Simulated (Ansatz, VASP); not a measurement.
One calculation of B4MoRu, two programs

Contents of INCAR:

```
SYSTEM = B4MoRu
ALGO = Normal ; EDIFF = 1E-7
ENCUT = 520 ; GGA = PE
ISIF = 2 ; ISMEAR = 0
LASPH = .TRUE. ; LCHARG = .FALSE.
LREAL = .FALSE. ; LWAVE = .FALSE.
NBANDS = 29 ; NELM = 80
PREC = Accurate ; SIGMA = 0.1
```

KPOINTS

```
k-points
0
G
  6 6 4
  0 0 0
```

Contents of POSCAR:

```
B4MoRu
1.0
    3.0862698200      0.0000000000      0.0000000000
   -1.5431349100      2.6727880700      0.0000000000
    0.0000000000      0.0000000000      6.5978059300
B Mo Ru
4 1 1
Direct
    0.3333333300      0.6666666700      0.7407687300
    0.3333333300      0.6666666700      0.2592312700
    0.6666666700      0.3333333300      0.7407687300
    0.6666666700      0.3333333300      0.2592312700
    0.0000000000      0.0000000000      0.5000000000
    0.0000000000      0.0000000000      0.0000000000
```

Input for Ansatz:

```yaml
crystal:
  lattice:
    - [3.08626982, 0.0, 0.0]
    - [-1.54313491, 2.67278807, 0.0]
    - [0.0, 0.0, 6.59780593]
  atoms:
    - { symbol: B, position: [0.33333333, 0.66666667, 0.74076873] }
    - { symbol: B, position: [0.33333333, 0.66666667, 0.25923127] }
    - { symbol: B, position: [0.66666667, 0.33333333, 0.74076873] }
    - { symbol: B, position: [0.66666667, 0.33333333, 0.25923127] }
    - { symbol: Mo, position: [0.0, 0.0, 0.5] }
    - { symbol: Ru, position: [0.0, 0.0, 0.0] }
basis:
  ecutwfc: 420
kpoints:
  mp_grid: { grid: [6, 6, 4] }
hamiltonian:
  xc: pbe
scf:
  occupations: { method: gaussian, width: 0.1 }
  lower_state_search: "off"
output:
  forces: true
  stress: true
  eigenvalues: true
```

Change from the starting cell: species swapped into the TiNbB4 type (P6/mmm, No. 191).

Alike in both runs: task single point; functional PBE; k mesh 6 × 6 × 4; occupations gaussian, width 0.1 eV; no spin polarisation.

```csv
,VASP,Ansatz
version,VASP 6.6.1,Ansatz 0.2.0
potentials or method,"VASP PAW PBE potentials, release 64 (B, Mo_sv, Ru_pv), cutoff 520 eV","scalar-relativistic, plane waves, PAW"
valence electrons in the cell,40,42
```

|  | VASP | Ansatz | Ansatz less VASP |
| --- | --- | --- | --- |
| gap on the k mesh at the Fermi level (eV) | none | none | - |
| pressure (GPa) | -9.8 | -10.0 | -0.21 |
| traceless stress, the component that is largest in VASP (GPa) | 7.86 | 7.85 | -0.014 |
| rms of the force components (eV/Å) | 0.316 | 0.312 | -0.0040 |

Atom by atom the forces differ by 0.004 eV/Å (rms over components). A gap of «none» marks a metal or a gap that the smearing closes. The functional is the same, so the differences come from potentials, cutoffs and numerics. VASP's potentials hold 40 valence electrons a cell and Ansatz's 42, so a difference there can come from the potentials and not from the codes.

The k mesh is coarse, so the values compare programs but aren't converged.
